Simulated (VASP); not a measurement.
# Al2Pt (Al2Pt (110), 2 layers) in VASP: single point with r2SCAN

Aim: the single point of Al2Pt (Al2Pt (110), 2 layers) with r2SCAN.

Program: VASP 6.6.1. These are calculated values, not measurements. Logs are shortened: lines on timing, memory, paths and dates and some standing lists are left out, and cuts for length are marked.

### Step 1. The cell of the first run

The cell holds a slab with vacuum, 6 atoms: a = 4.175 Å, b = 5.904 Å, c = 18.087 Å, α = 90.00°, β = 90.00°, γ = 90.00°.

### Step 2. Single point, r2SCAN

Contents of POSCAR:

```
Al2Pt
1.0
    4.1745129724      0.0000000000      0.0000000000
    0.0000000000      5.9036528618      0.0000000000
    0.0000000000      0.0000000000     18.0873000000
Pt Al
2 4
Direct
    0.0000000000      0.1250000000      0.4502358686
    0.5000000000      0.6250000000      0.5497656630
    0.5000000000      0.8906672823      0.4463548768
    0.5000000000      0.3593327177      0.4463548768
    0.0000000000      0.3906724025      0.5536443574
    0.0000000000      0.8593275975      0.5536443574
```

Contents of INCAR.step1:

```
SYSTEM = Al2Pt
ALGO = Normal
DIPOL = 0.5 0.5 0.500
EDIFF = 1E-4
EFIELD = -0.3
ENCUT = 520
GGA = PE
IDIPOL = 3
ISMEAR = -1
LASPH = .True.
LCHARG = .False.
LDIPOL = .True.
LREAL = .False.
LWAVE = .True.
NBANDS = 25
NELM = 100
PREC = Accurate
SIGMA = 0.05
```

Contents of INCAR.step2:

```
SYSTEM = Al2Pt
ALGO = Normal
DIPOL = 0.5 0.5 0.500
EDIFF = 1E-7
EFIELD = -0.3
ENCUT = 520
IDIPOL = 3
ISIF = 2
ISMEAR = -1
ISTART = 1
LASPH = .True.
LCHARG = .False.
LDIPOL = .True.
LMIXTAU = .True.
LREAL = .False.
LWAVE = .False.
METAGGA = R2SCAN
NBANDS = 25
NELM = 100
PREC = Accurate
SIGMA = 0.05
```

Contents of KPOINTS:

```
k-points
0
Gamma
  9 6 1
  0 0 0
```

Potentials or basis: VASP PAW PBE potentials, release 64 (Pt, Al).

Run with:

```bash
$ cat potpaw_PBE.64/Pt/POTCAR potpaw_PBE.64/Al/POTCAR > POTCAR
$ cp INCAR.step1 INCAR
$ mpirun -np 1 vasp_std > vasp.out
$ cp INCAR.step2 INCAR
$ mpirun -np 1 vasp_std > vasp.out
```

OUTCAR:

```text
SYSTEM = Al2Pt
   EDIFF = 1E-7
   ENCUT = 520
   ISIF = 2
   ISMEAR = -1
   ISTART = 1
   LASPH = .True.
   LREAL = .False.
   METAGGA = R2SCAN
   NELM = 100
   PREC = Accurate

 ion  position               nearest neighbor table
   1  0.000  0.125  0.450-   5 2.44   6 2.44   3 2.51   4 2.51   3 2.51   4 2.51
   2  0.500  0.625  0.550-   3 2.44   4 2.44   5 2.51   6 2.51   5 2.51   6 2.51
   3  0.500  0.891  0.446-   2 2.44   1 2.51   1 2.51   4 2.77   6 2.86   6 2.86   4 3.14
   4  0.500  0.359  0.446-   2 2.44   1 2.51   1 2.51   3 2.77   5 2.86   5 2.86   3 3.14
   5  0.000  0.391  0.554-   1 2.44   2 2.51   2 2.51   6 2.77   4 2.86   4 2.86   6 3.14
   6  0.000  0.859  0.554-   1 2.44   2 2.51   2 2.51   5 2.77   3 2.86   3 2.86   5 3.14

  LATTYP: Found a simple orthorhombic cell.
 ALAT       =     4.1745129724
 B/A-ratio  =     1.4142135624
 C/A-ratio  =     4.3327928598

  Lattice vectors:

 A1 = (   4.1745129724,   0.0000000000,   0.0000000000)
 A2 = (   0.0000000000,   5.9036528618,   0.0000000000)
 A3 = (   0.0000000000,   0.0000000000,  18.0873000000)

Analysis of symmetry for initial positions (statically):
=====================================================================
 Subroutine PRICEL returns:
 Original cell was already a primitive cell.

 Routine SETGRP: Setting up the symmetry group for a
 simple orthorhombic supercell.

 Subroutine GETGRP returns: Found  8 space group operations
 (whereof  2 operations were pure point group operations)
 out of a pool of  8 trial point group operations.

The static configuration has the point symmetry C_1h.
 The point group associated with its full space group is D_2h.

Analysis of symmetry for dynamics (positions and initial velocities):
=====================================================================
 An external electric field (EFIELD) may reduce the allowed symmetry operations
 Subroutine PRICEL returns:
 Original cell was already a primitive cell.

 Routine SETGRP: Setting up the symmetry group for a
 simple orthorhombic supercell.

 Subroutine GETGRP returns: Found  4 space group operations
 (whereof  2 operations were pure point group operations)
 out of a pool of  8 trial point group operations.

The dynamic configuration has the point symmetry C_1h.
 The point group associated with its full space group is C_2v.

 Subroutine INISYM returns: Found  4 space group operations
 (whereof  2 operations are pure point group operations),
 and found     1 'primitive' translations

----------------------------------------------------------------------------------------

                                     Primitive cell

  volume of cell :     445.7593

  direct lattice vectors                    reciprocal lattice vectors
     4.174512972  0.000000000  0.000000000     0.239548902  0.000000000  0.000000000
     0.000000000  5.903652862  0.000000000     0.000000000  0.169386653  0.000000000
     0.000000000  0.000000000 18.087300000     0.000000000  0.000000000  0.055287412

  length of vectors
     4.174512972  5.903652862 18.087300000     0.239548902  0.169386653  0.055287412

  position of ions in fractional coordinates (direct lattice)
     0.000000000  0.125000000  0.450235869
     0.500000000  0.625000000  0.549765663
     0.500000000  0.890667282  0.446354877
     0.500000000  0.359332718  0.446354877
     0.000000000  0.390672403  0.553644357
     0.000000000  0.859327597  0.553644357

  ion indices of the primitive-cell ions
   primitive index   ion index
                 1           1
                 2           2
                 3           3
                 4           4
                 5           5
                 6           6

----------------------------------------------------------------------------------------

 KPOINTS: k-points

Automatic generation of k-mesh.
 Grid dimensions read from file:
 generate k-points for:    9    6    1

 Generating k-lattice:

  Cartesian coordinates                     Fractional coordinates (reciprocal lattice)
     0.026616545  0.000000000  0.000000000     0.111111111  0.000000000  0.000000000
     0.000000000  0.028231109  0.000000000     0.000000000  0.166666667  0.000000000
     0.000000000  0.000000000  0.055287412     0.000000000  0.000000000  1.000000000

  Length of vectors
     0.026616545  0.028231109  0.055287412

  Shift w.r.t. Gamma in fractional coordinates (k-lattice)
     0.000000000  0.000000000  0.000000000

 Subroutine IBZKPT returns following result:
 ===========================================

 Found     20 irreducible k-points:

 Following reciprocal coordinates:
            Coordinates               Weight
  0.000000  0.000000  0.000000      1.000000
  0.111111  0.000000  0.000000      2.000000
  0.222222  0.000000  0.000000      2.000000
  0.333333  0.000000  0.000000      2.000000
  0.444444  0.000000  0.000000      2.000000
  0.000000  0.166667  0.000000      2.000000
[... 12 lines left out ...]
  0.333333  0.500000  0.000000      2.000000
  0.444444  0.500000  0.000000      2.000000
   k-points           NKPTS =     20   k-points in BZ     NKDIM =     20   number of bands    NBANDS=     25
   number of dos      NEDOS =    301   number of ions     NIONS =      6
   total plane-waves  NPLWV = 215040
   dimension x,y,z NGX =    32 NGY =   48 NGZ =  140
   dimension x,y,z NGXF=    64 NGYF=   96 NGZF=  280
   ions per type =               2   4
   NGX,Y,Z   is equivalent  to a cutoff of  12.74, 13.52, 12.87 a.u.
   NGXF,Y,Z  is equivalent  to a cutoff of  25.49, 27.03, 25.74 a.u.
 SYSTEM =  Al2Pt
   PREC   = accura    normal or accurate (medium, high low for compatibility)
   ISTART =      1    job   : 0-new  1-cont  2-samecut
   ICHARG =      0    charge: 1-file 2-atom 10-const
   ISPIN  =      1    spin polarized calculation?
   LNONCOLLINEAR =      F non collinear calculations
   LSORBIT =      F    spin-orbit coupling
   LASPH  =      T    aspherical Exc in radial PAW
   ENCUT  =  520.0 eV  38.22 Ry    6.18 a.u.   7.76 10.98 33.63*2*pi/ulx,y,z
   NELM   =    100;   NELMIN=  2; NELMDL=  0     # of ELM steps
   EDIFF  = 0.1E-06   stopping-criterion for ELM
   LREAL  =      F    real-space projection
   EDIFFG = 0.1E-05   stopping-criterion for IOM
   NSW    =      0    number of steps for IOM
   IBRION =     -1    ionic relax: 0-MD 1-quasi-New 2-CG
   NFREE  =      0    steps in history (QN), initial steepest desc. (CG)
   ISIF   =      2    stress and relaxation
   ISYM   =      2    0-nonsym 1-usesym 2-fastsym
   POTIM  = 0.5000    time-step for ionic-motion
   TEBEG  =    0.0;   TEEND  =   0.0 temperature during run
   PSTRESS=    0.0 pullay stress
   NELECT =      32.0000    total number of electrons
   NUPDOWN=      -1.0000    fix difference up-down
   EMIN   =  10.00;   EMAX   =-10.00  energy-range for DOS
   EFERMI =   0.00;   METHOD = LEGACY
   ISMEAR =    -1;   SIGMA  =   0.05  broadening in eV -4-tet -1-fermi 0-gaus
   EFERMI_NEDOS =   21; number of points for ismear=-14 and -15
   IALGO  =     38    algorithm
   IMIX   =      4    mixing-type and parameters
     AMIX     =   0.40;   BMIX     =  1.00
     AMIX_MAG =   1.60;   BMIX_MAG =  1.00
  volume/ion in A,a.u.               =      74.29       501.36
  Fermi-wavevector in a.u.,A,eV,Ry     =   0.680390  1.285751  6.298556  0.462931
  Thomas-Fermi vector in A             =   1.758867
   LORBIT       =      0    0 simple, 1 ext, 2 COOP (PROOUT), +10 PAW based schemes
   METAGGA = R2SCAN    functional components
   LHFCALC =     F    Hartree Fock is set to
   AEXX    =    0.0000 exact exchange contribution
   IVDW    =     0    specifies the selected vdW correction
   LEPSILON=     F    determine dielectric tensor
   LRPA    =     F    only Hartree local field effects (RPA)
 non-spin polarized calculation
  energy-cutoff  :      520.00
  volume of cell :      445.76
 maximum number of plane-waves:     12048
 NGX is ok and might be reduce to    32
   NGX = 15   NGY = 21   NGZ = 67

 number of electron      31.9999998 magnetization

 dipolmoment           0.000000      0.000000     -0.216223 electrons x Angstroem

 Free energy of the ion-electron system (eV)
  ---------------------------------------------------
  ext. energy  EPLUGINS =         0.00000000
  ---------------------------------------------------
  free energy    TOTEN  =      -131.06555804 eV

  energy without entropy =     -131.02144133  energy(sigma->0) =     -131.04349969

 E-fermi :  -1.5998     XC(G=0):  -3.5221

 val. band max:       -1.6293186217   @ k =   0.3333   0.1667   0.0000
 cond. band min:      -1.5748114925   @ k =   0.1111   0.1667   0.0000
 fundamental gap:      0.0545071292
 Fermi energy:        -1.5997758694

 k-point     1 :       0.0000    0.0000    0.0000
  band No.  band energies     occupation
      1     -11.3735      2.00000
      2      -8.7780      2.00000
      3      -7.6458      2.00000
      4      -6.7349      2.00000
      5      -6.6288      2.00000
      6      -6.6189      2.00000
[... 17 lines left out ...]
     24       3.2781      0.00000
     25       3.7090      0.00000

 k-point     2 :       0.1111    0.0000    0.0000
  band No.  band energies     occupation
      1     -11.2437      2.00000
      2      -8.6307      2.00000
      3      -7.6685      2.00000
      4      -6.8568      2.00000
      5      -6.5824      2.00000
      6      -6.5484      2.00000
[... 17 lines left out ...]
     24       3.2257      0.00000
     25       3.4483      0.00000

 k-point     3 :       0.2222    0.0000    0.0000
  band No.  band energies     occupation
      1     -10.8604      2.00000
      2      -8.2095      2.00000
      3      -7.7144      2.00000
      4      -7.1121      2.00000
      5      -6.4772      2.00000
      6      -6.4011      2.00000
[... 440 lines left out ...]
 k-point    19 :       0.3333    0.5000    0.0000
  band No.  band energies     occupation
      1      -9.3453      2.00000
      2      -9.3418      2.00000
      3      -7.5619      2.00000
      4      -7.5612      2.00000
      5      -6.2135      2.00000
      6      -6.2062      2.00000
[... 17 lines left out ...]
     24       3.8608      0.00000
     25       3.9809      0.00000

 k-point    20 :       0.4444    0.5000    0.0000
  band No.  band energies     occupation
      1      -8.8122      2.00000
      2      -8.8103      2.00000
      3      -7.7627      2.00000
      4      -7.7621      2.00000
      5      -6.0774      2.00000
      6      -6.0692      2.00000
[... 17 lines left out ...]
     24       3.5853      0.00000
     25       4.5864      0.00000

------------------------ aborting loop because EDIFF is reached ----------------------------------------

 vacuum level on the upper side and lower side of the slab       (xc-potential included)         1.862        -1.867

  FORCE on cell =-STRESS in cart. coord.  units (eV):
  Direction    XX          YY          ZZ          XY          YZ          ZX
  --------------------------------------------------------------------------------------
  -------------------------------------------------------------------------------------
  Total        1.3857218     -0.3703945     -0.1356959      0.0000000      0.0000000      0.0000000
  in kB        4.9806528     -1.3312963     -0.4877271      0.0000000      0.0000000      0.0000000
  external PRESSURE =       1.0538765 kB  Pullay stress =       0.0000000 kB

 VOLUME and BASIS-vectors are now :
 -----------------------------------------------------------------------------
  energy-cutoff  :      520.00
  volume of cell :      445.76
      direct lattice vectors                 reciprocal lattice vectors
     4.174512972  0.000000000  0.000000000     0.239548902  0.000000000  0.000000000
     0.000000000  5.903652862  0.000000000     0.000000000  0.169386653  0.000000000
     0.000000000  0.000000000 18.087300000     0.000000000  0.000000000  0.055287412

 POSITION                                       TOTAL-FORCE (eV/Angst)
 -----------------------------------------------------------------------------------
      0.00000      0.73796      8.14355         0.000000      0.000000     -0.003735
      2.08726      3.68978      9.94378         0.000000      0.000000      0.003386
      2.08726      5.25819      8.07335         0.000000     -0.006940      0.017839
      2.08726      2.12138      8.07335         0.000000      0.006940      0.017839
      0.00000      2.30639     10.01393         0.000000      0.010606     -0.017664
      0.00000      5.07317     10.01393         0.000000     -0.010606     -0.017664
 -----------------------------------------------------------------------------------
    total drift:                                0.000000      0.000000     -0.000062

  FREE ENERGIE OF THE ION-ELECTRON SYSTEM (eV)
  ---------------------------------------------------
  free  energy   TOTEN  =      -131.0655580448 eV

  energy  without entropy=     -131.0214413296  energy(sigma->0) =     -131.04349969

 vacuum level on the upper side and lower side of the slab         4.792         1.110
```

It took 42 min on 1 thread of Oxide Virtual Turin-like, shared host; peak memory 0.63 GiB.

What came out:

```yaml
Free_energy: -131.0656 eV
Largest_force: 0.021 eV/Å
Band_gap_on_the_k_mesh: zero (band 16 reaches -0.80 eV, above the bottom of band 17 at -1.73 eV)
```

Forces in eV/Å, atoms in the order of the input:
```
Pt   0.000  0.000 -0.004
Pt   0.000  0.000  0.003
Al   0.000 -0.007  0.018
Al   0.000  0.007  0.018
Al   0.000  0.011 -0.018
Al   0.000 -0.011 -0.018
```

Levels at points of the mesh, in eV from the Fermi level:
| k point | band 14 | band 15 | band 16 | band 17 | band 18 | band 19 |
| --- | --- | --- | --- | --- | --- | --- |
| (0.00, 0.00, 0.00) | -1.77 | -0.57 | -0.39 | 0.16 | 1.10 | 3.17 |
| (0.00, 0.50, 0.00) | -2.29 | 0.80 | 0.80 | 1.07 | 1.07 | 2.13 |

Caveat: the PAW data sets were made with another functional, which shifts forces and pressure a little; spin-orbit coupling is left out, which moves the levels of the heavy elements.
